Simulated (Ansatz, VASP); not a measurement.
## Two plane-wave programs on Te

File INCAR:

```
  ALGO = Normal
  EDIFF = 1E-6
  ENCUT = 520
  GGA = PE
  ISIF = 2
  ISMEAR = -1
  LASPH = True
  LCHARG = True
  LELF = True
  LREAL = False
  LVHAR = True
  LWAVE = False
  NBANDS = 9
  NELM = 100
  PREC = Accurate
  SIGMA = 0.05
```

File KPOINTS:

```
k-points
0
Gamma
  14 14 14
```

File POSCAR:

```
Te
1.0
   -1.8461968465      1.8461968465      1.8461968465
    1.8461968465     -1.8461968465      1.8461968465
    1.8461968465      1.8461968465     -1.8461968465
Te
1
Direct
    0.0000000000      0.0000000000      0.0000000000
```

Input for Ansatz:

```yaml
crystal:
  lattice:
    - [-1.8461968465, 1.8461968465, 1.8461968465]
    - [1.8461968465, -1.8461968465, 1.8461968465]
    - [1.8461968465, 1.8461968465, -1.8461968465]
  atoms:
    - { symbol: Te, position: [0.0, 0.0, 0.0] }
kpoints:
  mp_grid: { grid: [14, 14, 14] }
  band_path:
    path:
      - [0.0, 0.0, 0.0]
      - [0.5, -0.5, 0.5]
      - [0.0, 0.0, 0.5]
      - [0.0, 0.0, 0.0]
      - [0.25, 0.25, 0.25]
      - [0.5, -0.5, 0.5]
      - [0.25, 0.25, 0.25]
      - [0.0, 0.0, 0.5]
    npoints: 8
scf:
  occupations: { method: fermi_dirac, width: 0.05 }
hamiltonian:
  xc: pbe
  pseudopotentials: { kind: paw }
output:
  forces: true
  stress: true
  eigenvalues: true
  populations: true
  dos: { projected: true, de: 0.2, e_range: [-14, 8] }
```

Change from the starting cell: volume scaled by 0.88, PAW files.

Alike in both runs: task single point; functional PBE; k mesh 14 × 14 × 14; occupations fermi-dirac, width 0.05 eV; no spin polarisation.

```csv
,VASP,Ansatz
version,VASP 6.6.1,Ansatz 0.2.0
potentials or method,"VASP PAW PBE potentials, release 64 (Te)","PAW with Ansatz's default frozen-core files, scalar-relativistic"
plane-wave cutoff (eV),520,420
valence electrons in the cell,6,16
```

Ansatz gave:

* pressure (GPa): 9.5

Q: Which values does VASP return?

A: Pressure (GPa): 9.4.

VASP's potentials hold 6 valence electrons a cell and Ansatz's 16, so a difference there can come from the potentials and not from the codes.

Spin-orbit coupling is off throughout.
